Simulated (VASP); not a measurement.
# ZnO (an interface model) in VASP: a series of runs

Aim: see how the results for ZnO (an interface model) move with the level of theory and the settings. Levels: PBEsol, HSE06. Tasks: single point.

All numbers are computed with VASP 6.6.1; they aren't measurements. Logs are shortened: lines on timing, memory, paths and dates and some standing lists are left out, and cuts for length are marked.

### Step 1. The cell of the first run

The cell holds layers of an interface, 4 atoms: a = 3.230 Å, b = 3.230 Å, c = 5.215 Å, α = 90.00°, β = 90.00°, γ = 120.00°.

### Step 2. Single point, PBEsol

INCAR

```
SYSTEM = ZnO
PREC = Accurate
ENCUT = 520
EDIFF = 1E-6
ISMEAR = -1
SIGMA = 0.05
LREAL = .FALSE.
LASPH = .TRUE.
NELM = 120
ALGO = Normal
ISIF = 2
LWAVE = .FALSE.
LCHARG = .FALSE.
GGA = PS
NBANDS = 26
GGA_COMPAT = .FALSE.
```

KPOINTS

```
regular mesh
0
G
  6 6 4
  0 0 0
```

POSCAR

```
ZnO
1.0
    3.2299240000      0.0000000000      0.0000000000
   -1.6149620000      2.7971960000      0.0000000000
    0.0000000000      0.0000000000      5.2145190000
Zn O
2 2
Direct
    0.6666670000      0.3333330000      0.4985410000
    0.3333330000      0.6666670000      0.9985410000
    0.3333330000      0.6666670000      0.3774590000
    0.6666670000      0.3333330000      0.8774590000
```

Potentials or basis: VASP PAW PBE potentials, release 64 (Zn, O).

The run is started by

```
cat potpaw_PBE.64/Zn/POTCAR potpaw_PBE.64/O/POTCAR > POTCAR
mpirun -np 1 vasp_std > vasp.out
```

OUTCAR:

```text
SYSTEM = ZnO
   PREC = Accurate
   ENCUT = 520
   EDIFF = 1E-6
   ISMEAR = -1
   LREAL = .FALSE.
   LASPH = .TRUE.
   NELM = 120
   ISIF = 2
   GGA = PS

 ion  position               nearest neighbor table
   1  0.667  0.333  0.499-   3 1.97   3 1.97   3 1.97   4 1.98
   2  0.333  0.667  0.999-   4 1.97   4 1.97   4 1.97   3 1.98
   3  0.333  0.667  0.377-   1 1.97   1 1.97   1 1.97   2 1.98
   4  0.667  0.333  0.877-   2 1.97   2 1.97   2 1.97   1 1.98

  LATTYP: Found a hexagonal cell.
 ALAT       =     3.2299240000
 C/A-ratio  =     1.6144401540

  Lattice vectors:

 A1 = (   3.2299240000,   0.0000000000,   0.0000000000)
 A2 = (  -1.6149620000,   2.7971960000,   0.0000000000)
 A3 = (   0.0000000000,   0.0000000000,   5.2145190000)

Analysis of symmetry for initial positions (statically):
=====================================================================
 Subroutine PRICEL returns:
 Original cell was already a primitive cell.

 Routine SETGRP: Setting up the symmetry group for a
 hexagonal supercell.

 Subroutine GETGRP returns: Found 12 space group operations
 (whereof  6 operations were pure point group operations)
 out of a pool of 24 trial point group operations.

The static configuration has the point symmetry C_3v.
 The point group associated with its full space group is C_6v.

Analysis of symmetry for dynamics (positions and initial velocities):
=====================================================================
 Subroutine PRICEL returns:
 Original cell was already a primitive cell.

 Routine SETGRP: Setting up the symmetry group for a
 hexagonal supercell.

 Subroutine GETGRP returns: Found 12 space group operations
 (whereof  6 operations were pure point group operations)
 out of a pool of 24 trial point group operations.

The dynamic configuration has the point symmetry C_3v.
 The point group associated with its full space group is C_6v.

 Subroutine INISYM returns: Found 12 space group operations
 (whereof  6 operations are pure point group operations),
 and found     1 'primitive' translations

----------------------------------------------------------------------------------------

                                     Primitive cell

  volume of cell :      47.1118

  direct lattice vectors                    reciprocal lattice vectors
     3.229924000  0.000000000  0.000000000     0.309604808  0.178750434  0.000000000
    -1.614962000  2.797196000  0.000000000     0.000000000  0.357500869  0.000000000
     0.000000000  0.000000000  5.214519000     0.000000000  0.000000000  0.191772242

  length of vectors
[... 83 lines left out ...]
   LREAL  =      F    real-space projection
   EDIFFG = 0.1E-04   stopping-criterion for IOM
   NSW    =      0    number of steps for IOM
   IBRION =     -1    ionic relax: 0-MD 1-quasi-New 2-CG
   NFREE  =      0    steps in history (QN), initial steepest desc. (CG)
   ISIF   =      2    stress and relaxation
   ISYM   =      2    0-nonsym 1-usesym 2-fastsym
   POTIM  = 0.5000    time-step for ionic-motion
   TEBEG  =    0.0;   TEEND  =   0.0 temperature during run
   PSTRESS=    0.0 pullay stress
   NELECT =      36.0000    total number of electrons
   NUPDOWN=      -1.0000    fix difference up-down
   EMIN   =  10.00;   EMAX   =-10.00  energy-range for DOS
   EFERMI =   0.00;   METHOD = LEGACY
   ISMEAR =    -1;   SIGMA  =   0.05  broadening in eV -4-tet -1-fermi 0-gaus
   EFERMI_NEDOS =   21; number of points for ismear=-14 and -15
   IALGO  =     38    algorithm
   IMIX   =      4    mixing-type and parameters
     AMIX     =   0.40;   BMIX     =  1.00
     AMIX_MAG =   1.60;   BMIX_MAG =  1.00
  volume/ion in A,a.u.               =      11.78        79.48
  Fermi-wavevector in a.u.,A,eV,Ry     =   1.496692  2.828338 30.478244  2.240088
  Thomas-Fermi vector in A             =   2.608676
   LORBIT       =      0    0 simple, 1 ext, 2 COOP (PROOUT), +10 PAW based schemes
   GGA     = PS    functional components
   LHFCALC =     F    Hartree Fock is set to
   AEXX    =    0.0000 exact exchange contribution
   IVDW    =     0    specifies the selected vdW correction
   LEPSILON=     F    determine dielectric tensor
   LRPA    =     F    only Hartree local field effects (RPA)
 non-spin polarized calculation
  energy-cutoff  :      520.00
  volume of cell :       47.11
 maximum number of plane-waves:      1290
   NGX = 13   NGY = 13   NGZ = 19

 number of electron      36.0000020 magnetization

 Free energy of the ion-electron system (eV)
  ---------------------------------------------------
  ext. energy  EPLUGINS =         0.00000000
  ---------------------------------------------------
  free energy    TOTEN  =       -19.40796163 eV

  energy without entropy =      -19.40794233  energy(sigma->0) =      -19.40795198

 E-fermi :   1.5198     XC(G=0): -11.2408

 val. band max:        1.1511201965   @ k =   0.0000   0.0000   0.0000
 cond. band min:       1.8389338647   @ k =   0.0000   0.0000   0.0000
 fundamental gap:      0.6878136682
 Fermi energy:         1.5198343458

 k-point     1 :       0.0000    0.0000    0.0000
  band No.  band energies     occupation
      1     -16.9798      2.00000
      2     -16.2242      2.00000
      3      -4.6619      2.00000
      4      -4.6193      2.00000
      5      -4.6192      2.00000
      6      -4.5765      2.00000
[... 598 lines left out ...]
     25      16.6779      0.00000
     26      16.6779      0.00000

------------------------ aborting loop because EDIFF is reached ----------------------------------------

  FORCE on cell =-STRESS in cart. coord.  units (eV):
  Direction    XX          YY          ZZ          XY          YZ          ZX
  --------------------------------------------------------------------------------------
  -------------------------------------------------------------------------------------
  Total        0.2233763      0.2233763      0.2135315      0.0000000      0.0000000      0.0000000
  in kB        7.5965829      7.5965816      7.2617810      0.0000000      0.0000000      0.0000000
  external PRESSURE =       7.4849818 kB  Pullay stress =       0.0000000 kB

 VOLUME and BASIS-vectors are now :
 -----------------------------------------------------------------------------
  energy-cutoff  :      520.00
  volume of cell :       47.11
      direct lattice vectors                 reciprocal lattice vectors
     3.229924000  0.000000000  0.000000000     0.309604808  0.178750434  0.000000000
    -1.614962000  2.797196000  0.000000000     0.000000000  0.357500869  0.000000000
     0.000000000  0.000000000  5.214519000     0.000000000  0.000000000  0.191772242

 POSITION                                       TOTAL-FORCE (eV/Angst)
 -----------------------------------------------------------------------------------
      1.61496      0.93240      2.59965         0.000000     -0.000000      0.000372
     -0.00000      1.86480      5.20691         0.000000      0.000000      0.000372
     -0.00000      1.86480      1.96827        -0.000000     -0.000000     -0.000372
      1.61496      0.93240      4.57553         0.000000     -0.000000     -0.000372
 -----------------------------------------------------------------------------------
    total drift:                               -0.001578      0.000913     -0.003294

  FREE ENERGIE OF THE ION-ELECTRON SYSTEM (eV)
  ---------------------------------------------------
  free  energy   TOTEN  =       -19.4079616349 eV

  energy  without entropy=      -19.4079423313  energy(sigma->0) =      -19.40795198
```

OSZICAR:

```text
N       E                     dE             d eps       ncg     rms          rms(c)
DAV:   1     0.296392597250E+03    0.29639E+03   -0.18285E+04  1100   0.202E+03
DAV:   2     0.101405977343E+02   -0.28625E+03   -0.26885E+03  1134   0.419E+02
DAV:   3    -0.215608731298E+02   -0.31701E+02   -0.31256E+02  1254   0.140E+02
DAV:   4    -0.222080108155E+02   -0.64714E+00   -0.64536E+00  1214   0.202E+01
DAV:   5    -0.222110781797E+02   -0.30674E-02   -0.30672E-02  1176   0.146E+00    0.143E+01
DAV:   6    -0.192779721766E+02    0.29331E+01   -0.55495E+00  1688   0.602E+01    0.919E+00
DAV:   7    -0.194569259094E+02   -0.17895E+00   -0.26401E+00  1132   0.158E+01    0.548E+00
DAV:   8    -0.194575457805E+02   -0.61987E-03   -0.50827E-01  1608   0.740E+00    0.164E+00
DAV:   9    -0.194057341685E+02    0.51812E-01   -0.96497E-02  1610   0.616E+00    0.345E-01
DAV:  10    -0.194079248146E+02   -0.21906E-02   -0.38764E-02  1116   0.134E+00    0.114E-01
DAV:  11    -0.194079337722E+02   -0.89576E-05   -0.62871E-04  1172   0.227E-01    0.248E-02
DAV:  12    -0.194079613568E+02   -0.27585E-04   -0.25801E-05  1122   0.396E-02    0.164E-02
DAV:  13    -0.194079616349E+02   -0.27811E-06   -0.26644E-06  1110   0.322E-02
   1 F= -.19407962E+02 E0= -.19407952E+02  d E =-.193036E-04
```

stdout:

```text
POSCAR found type information on POSCAR ZnO
 POSCAR found :  2 types and       4 ions
 scaLAPACK will be used
 -----------------------------------------------------------------------------
|                                                                             |
|                                                                             |
|     You enforced a specific xc type in the INCAR file but a different       |
|     I HOPE YOU KNOW WHAT YOU ARE DOING!                                     |
|                                                                             |
 -----------------------------------------------------------------------------

 LDA part: xc-table for (Slater+PW92), standard interpolation
 POSCAR, INCAR and KPOINTS ok, starting setup
 FFT: planning ... GRIDC
 FFT: planning ... GRID_SOFT
 FFT: planning ... GRID
 WAVECAR not read
 entering main loop
```

It took 13 s on 1 thread of Intel Xeon 6975P-C (Granite Rapids), shared host; peak memory 0.16 GiB.

Results:

```yaml
Free_energy: -19.4080 eV
Pressure: 0.7 GPa
Band_gap_on_the_k_mesh: 0.69 eV, direct
```

Caveat: the PAW data sets were made with another functional, which shifts forces and pressure a little.

### Step 3. Single point, HSE06

POSCAR is that of step 2.

INCAR.step1

```
PREC     = Accurate       # precision mode
ENCUT    = 520            # plane-wave cutoff, eV
EDIFF    = 1E-5           # SCF threshold, eV
ISMEAR   = -1             # smearing method
SIGMA    = 0.05           # smearing width, eV
LREAL    = F              # projectors in reciprocal space
LASPH    = T              # aspherical terms in the spheres
NELM     = 120            # most SCF steps
ALGO     = Normal         # electronic algorithm
ISIF     = 2              # what is computed and relaxed
LWAVE    = T              # write WAVECAR
LCHARG   = F              # write CHGCAR
GGA      = PE             # functional
NBANDS   = 26             # bands
GGA_COMPAT= F
```

INCAR.step2

```
PREC     = Accurate       # precision mode
ENCUT    = 520            # plane-wave cutoff, eV
EDIFF    = 1E-6           # SCF threshold, eV
ISMEAR   = -1             # smearing method
SIGMA    = 0.05           # smearing width, eV
LREAL    = F              # projectors in reciprocal space
LASPH    = T              # aspherical terms in the spheres
NELM     = 120            # most SCF steps
ALGO     = Normal         # electronic algorithm
ISIF     = 2              # what is computed and relaxed
LWAVE    = F              # write WAVECAR
LCHARG   = F              # write CHGCAR
GGA      = PE             # functional
LHFCALC  = T              # exact exchange
HFSCREEN = 0.2079         # screening, 1/A
PRECFOCK = Normal       
ISTART   = 1            
NBANDS   = 26             # bands
GGA_COMPAT= F
```

KPOINTS

```
Automatic mesh
0
Gamma
  4 4 2
```

Potentials or basis: VASP PAW PBE potentials, release 64 (Zn, O).

The run is started by

```
cat potpaw_PBE.64/Zn/POTCAR potpaw_PBE.64/O/POTCAR > POTCAR
cp INCAR.step1 INCAR
mpirun -np 1 vasp_std > vasp.out
cp INCAR.step2 INCAR
mpirun -np 1 vasp_std > vasp.out
```

Run time: 8.7 min. Hardware: 1 thread of Intel Xeon 6975P-C (Granite Rapids), shared host; peak memory 0.26 GiB.

The run converged. Its results:

```yaml
Free_energy: -22.6920 eV
Pressure: 3.3 GPa
Largest_force: 0.010 eV/Å
Band_gap_on_the_k_mesh: 2.51 eV, direct
```

Forces on the atoms (eV/Å):
```
Zn   0.000  0.000 -0.010
Zn   0.000  0.000 -0.010
O    0.000  0.000  0.010
O    0.000  0.000  0.010
```

Stress tensor (GPa, compression positive):
```
3.53 0.00 0.00
0.00 3.53 0.00
0.00 0.00 2.79
```

Levels at points of the mesh, in eV from the valence-band top:
```csv
k point,band 16,band 17,band 18,band 19,band 20,band 21
"(0.00, 0.00, 0.00)",-0.08,0.00,0.00,2.51,7.26,10.31
"(0.50, 0.00, 0.00)",-2.42,-1.42,-0.89,7.83,8.70,9.38
"(0.00, 0.00, 0.50)",-0.43,-0.43,-0.43,5.27,5.27,12.20
"(0.50, 0.00, 0.50)",-1.62,-1.49,-1.49,7.53,7.53,10.76
```

Caveat: the k points lie up to 0.60 Å⁻¹ apart; the PAW data sets were made with another functional, which shifts forces and pressure a little.
